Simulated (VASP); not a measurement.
# Ti4S in VASP: notebook, part 2 of 2

VASP 6.6.1. The steps go on from the part before.

### Step 3. Single point, PBE

File INCAR:

```
  PREC = Accurate
  ENCUT = 520
  EDIFF = 1E-6
  ISMEAR = 0
  SIGMA = 0.1
  LREAL = False
  LASPH = True
  NELM = 60
  ALGO = Normal
  ISIF = 2
  LWAVE = False
  LCHARG = False
  LDIPOL = True
  IDIPOL = 3
  DIPOL = 0.5 0.5 0.341
  GGA = PE
  NBANDS = 35
```

File KPOINTS:

```
regular mesh
0
Gamma
  9 7 1
```

File POSCAR:

```
Ti4S
1.0
    2.9075446931      0.0000000000      0.0000000000
    0.0000000000      4.1118891382      0.0000000000
    0.0000000000      0.0000000000     19.6535692527
Ti S
4 1
Direct
    0.5000000000      0.5000000000      0.2035253723
    0.0000000000      0.0000000000      0.2774952618
    0.5000000000      0.5000000000      0.3439484692
    0.0000000000      0.0000000000      0.4148645545
    0.3333333333      0.5000000000      0.4640803654
```

Potentials or basis: VASP PAW PBE potentials, release 64 (Ti_sv, S).

Launch:

```bash
$ cat potpaw_PBE.64/Ti_sv/POTCAR potpaw_PBE.64/S/POTCAR > POTCAR
$ mpirun -np 1 vasp_std > vasp.out
```

OUTCAR:

```text
PREC = Accurate
   ENCUT = 520
   EDIFF = 1E-6
   ISMEAR = 0
   LREAL = False
   LASPH = True
   NELM = 60
   ISIF = 2
   GGA = PE

 ion  position               nearest neighbor table
   1  0.500  0.500  0.204-   3 2.76   2 2.91   2 2.91   2 2.91   2 2.91
   2  0.000  0.000  0.277-   4 2.70   3 2.84   3 2.84   3 2.84   3 2.84   1 2.91   1 2.91   1 2.91
                             1 2.91
   3  0.500  0.500  0.344-   5 2.41   1 2.76   2 2.84   2 2.84   2 2.84   2 2.84   4 2.88   4 2.88
                             4 2.88   4 2.88
   4  0.000  0.000  0.415-   5 2.47   5 2.47   2 2.70   3 2.88   3 2.88   3 2.88   3 2.88
   5  0.333  0.500  0.464-   3 2.41   4 2.47   4 2.47

  LATTYP: Found a simple orthorhombic cell.
 ALAT       =     2.9075446931
 B/A-ratio  =     1.4142135624
 C/A-ratio  =     6.7595071881

  Lattice vectors:

 A1 = (   2.9075446931,   0.0000000000,   0.0000000000)
 A2 = (   0.0000000000,   4.1118891382,   0.0000000000)
 A3 = (   0.0000000000,   0.0000000000,  19.6535692527)

Analysis of symmetry for initial positions (statically):
=====================================================================
 Subroutine PRICEL returns:
 Original cell was already a primitive cell.

 Routine SETGRP: Setting up the symmetry group for a
 simple orthorhombic supercell.

 Subroutine GETGRP returns: Found  2 space group operations
 (whereof  2 operations were pure point group operations)
 out of a pool of  8 trial point group operations.

The static configuration has the point symmetry C_1h.

Analysis of symmetry for dynamics (positions and initial velocities):
=====================================================================
 Subroutine PRICEL returns:
 Original cell was already a primitive cell.

 Routine SETGRP: Setting up the symmetry group for a
 simple orthorhombic supercell.

 Subroutine GETGRP returns: Found  2 space group operations
 (whereof  2 operations were pure point group operations)
 out of a pool of  8 trial point group operations.

The dynamic configuration has the point symmetry C_1h.

 Subroutine INISYM returns: Found  2 space group operations
[... 128 lines left out ...]
   LRPA    =     F    only Hartree local field effects (RPA)
 non-spin polarized calculation
 Gauss-broadening in eV      SIGMA  =   0.10
  energy-cutoff  :      520.00
  volume of cell :      234.97
 maximum number of plane-waves:      6369
 NGX is ok and might be reduce to    24
   NGX = 11   NGY = 15   NGZ = 73

 dipolmoment           0.000000      0.000000     -0.019459 electrons x Angstroem

 number of electron      54.0000013 magnetization

 dipolmoment           0.000000      0.000000      0.057236 electrons x Angstroem

 Free energy of the ion-electron system (eV)
  ---------------------------------------------------
  ext. energy  EPLUGINS =         0.00000000
  ---------------------------------------------------
  free energy    TOTEN  =       -35.22139044 eV

  energy without entropy =      -35.20008554  energy(sigma->0) =      -35.21073799

 E-fermi :   0.7092     XC(G=0):  -4.9589

 val. band max:        0.7071993661   @ k =   0.0000   0.0000   0.0000
 cond. band min:       0.7186667122   @ k =   0.1111   0.0000   0.0000
 fundamental gap:      0.0114673462
 Fermi energy:         0.7092153471

 k-point     1 :       0.0000    0.0000    0.0000
  band No.  band energies     occupation
      1     -56.4577      2.00000
      2     -56.2773      2.00000
      3     -55.9950      2.00000
      4     -55.8790      2.00000
      5     -32.8737      2.00000
      6     -32.7373      2.00000
[... 749 lines left out ...]
     34       2.1434      0.00000
     35       2.5942      0.00000

------------------------ aborting loop because EDIFF is reached ----------------------------------------

 vacuum level on the upper side and lower side of the slab       (xc-potential included)         0.314        -0.549

  FORCE on cell =-STRESS in cart. coord.  units (eV):
  Direction    XX          YY          ZZ          XY          YZ          ZX
  --------------------------------------------------------------------------------------
  -------------------------------------------------------------------------------------
  Total        3.2195857     -4.2738769      1.9582595      0.0000000      0.0000000      0.5175378
  in kB       21.9533771    -29.1422686     13.3527768      0.0000000      0.0000000      3.5289330
  external PRESSURE =       2.0546284 kB  Pullay stress =       0.0000000 kB

 VOLUME and BASIS-vectors are now :
 -----------------------------------------------------------------------------
  energy-cutoff  :      520.00
  volume of cell :      234.97
      direct lattice vectors                 reciprocal lattice vectors
     2.907544693  0.000000000  0.000000000     0.343932804  0.000000000  0.000000000
     0.000000000  4.111889138  0.000000000     0.000000000  0.243197218  0.000000000
     0.000000000  0.000000000 19.653569253     0.000000000  0.000000000  0.050881343

 POSITION                                       TOTAL-FORCE (eV/Angst)
 -----------------------------------------------------------------------------------
      1.45377      2.05594      4.00000        -0.033688      0.000000      0.289979
      0.00000      0.00000      5.45377        -0.050790      0.000000     -0.518938
      1.45377      2.05594      6.75982         0.093168      0.000000     -1.277180
      0.00000      0.00000      8.15357        -0.391689      0.000000      1.494454
      0.96918      2.05594      9.12084         0.383000      0.000000      0.011686
 -----------------------------------------------------------------------------------
    total drift:                               -0.000004      0.000000      0.001605

  FREE ENERGIE OF THE ION-ELECTRON SYSTEM (eV)
  ---------------------------------------------------
  free  energy   TOTEN  =       -35.2213904353 eV

  energy  without entropy=      -35.2000855419  energy(sigma->0) =      -35.21073799

 vacuum level on the upper side and lower side of the slab         4.807         3.889
```

Wall time 4.1 min (1 thread of Intel Xeon 6975P-C (Granite Rapids), shared host); peak memory 0.39 GiB.

Results:

```
Free energy            : -35.2214 eV
Largest force          : 1.545 eV/Å
Band gap on the k mesh : zero (band 27 reaches 0.99 eV, above the bottom of band 28 at 0.65 eV)
```

Forces on the atoms (eV/Å):
```
Ti  -0.034  0.000  0.290
Ti  -0.051  0.000 -0.519
Ti   0.093  0.000 -1.277
Ti  -0.392  0.000  1.494
S    0.383  0.000  0.012
```

Levels at points of the mesh, in eV from the Fermi level:
```csv
k point,band 24,band 25,band 26,band 27,band 28,band 29,band 30,band 31
"(0.00, 0.00, 0.00)",-1.43,-0.50,0.00,0.28,0.28,0.54,0.56,0.77
```

### Step 4. Single point, PBE

File INCAR:

```
ALGO = Normal
DIPOL = 0.5 0.5 0.341
EDIFF = 1E-6
ENCUT = 520
GGA = PE
IDIPOL = 3
ISIF = 2
ISMEAR = 0
LASPH = True
LCHARG = False
LDIPOL = True
LREAL = False
LWAVE = False
NBANDS = 35
NELM = 100
PREC = Accurate
SIGMA = 0.1
```

File KPOINTS:

```
k-points
0
Gamma
  9 7 1
```

Edit POSCAR of step 3 so:

```diff
@@ -12,2 +12,2 @@
     0.0000000000      0.0000000000      0.4148645545
-    0.3333333333      0.5000000000      0.4640803654
+    0.5000000000      0.4000000000      0.4653658937
```

Launch:

```bash
$ cat potpaw_PBE.64/Ti_sv/POTCAR potpaw_PBE.64/S/POTCAR > POTCAR
$ mpirun -np 1 vasp_std > vasp.out
```

Run time: 4.6 min. Hardware: 1 thread of Intel Xeon 6975P-C (Granite Rapids), shared host; peak memory 0.38 GiB.

Results (log left out):

```
Free energy            : -35.2943 eV
Largest force          : 1.551 eV/Å
Band gap on the k mesh : zero (band 27 reaches 0.66 eV, above the bottom of band 28 at 0.51 eV)
```

Forces on the atoms (eV/Å):
```
Ti   0.000 -0.010  0.221
Ti   0.000 -0.009 -0.397
Ti   0.000 -0.034 -1.255
Ti   0.000 -0.562  1.446
S    0.000  0.615 -0.015
```

Levels at points of the mesh, in eV from the Fermi level:
```
           k point  band 24  band 25  band 26  band 27  band 28  band 29  band 30  band 31
(0.00, 0.00, 0.00)    -1.10    -0.56    -0.40     0.10     0.32     0.40     0.62     0.99
```
